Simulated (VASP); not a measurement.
Wanted: the native input for a VASP 6.6.1 run.

| Item | Value |
| --- | --- |
| Task | single point |
| Functional | PBE |
| Potentials or basis | VASP PAW PBE potentials, release 64 (Rh_pv) |
| Cutoff | 520 eV |
| k mesh | 18 × 18 × 18 |
| Occupations | gaussian, width 0.1 eV |
| Spin | no spin polarisation |
| Dipole correction | no |
| Further INCAR settings | ALGO = Normal; EDIFF = 1e-06; NBANDS = 14 |

The structure of Rh lies in POSCAR:

```
Rh
1.0
    0.0000000000      1.9149890286      1.9149890286
    1.9149890286      0.0000000000      1.9149890286
    1.9149890286      1.9149890286      0.0000000000
Rh
1
Direct
    0.0000000000      0.0000000000      0.0000000000
```

These files were run (other wordings do the same):

INCAR

```
PREC = Accurate
ENCUT = 520
EDIFF = 1E-6
ISMEAR = 0
SIGMA = 0.1
LREAL = False
LASPH = True
NELM = 60
ALGO = Normal
ISIF = 2
LWAVE = False
LCHARG = True
GGA = PE
LELF = True
LVHAR = True
NBANDS = 14
```

KPOINTS

```
Automatic mesh
0
Gamma
  18 18 18
```

Potentials or basis: VASP PAW PBE potentials, release 64 (Rh_pv).

Command:

```bash
$ cat potpaw_PBE.64/Rh_pv/POTCAR > POTCAR
$ mpirun -np 1 vasp_std > vasp.out
```

Results of the run:

The pressure is 0.0 GPa.

Run time: 11 s on 1 thread of Intel(R) Xeon(R) 6975P-C (Granite Rapids), with other jobs on the host, peak memory 0.15 GiB.
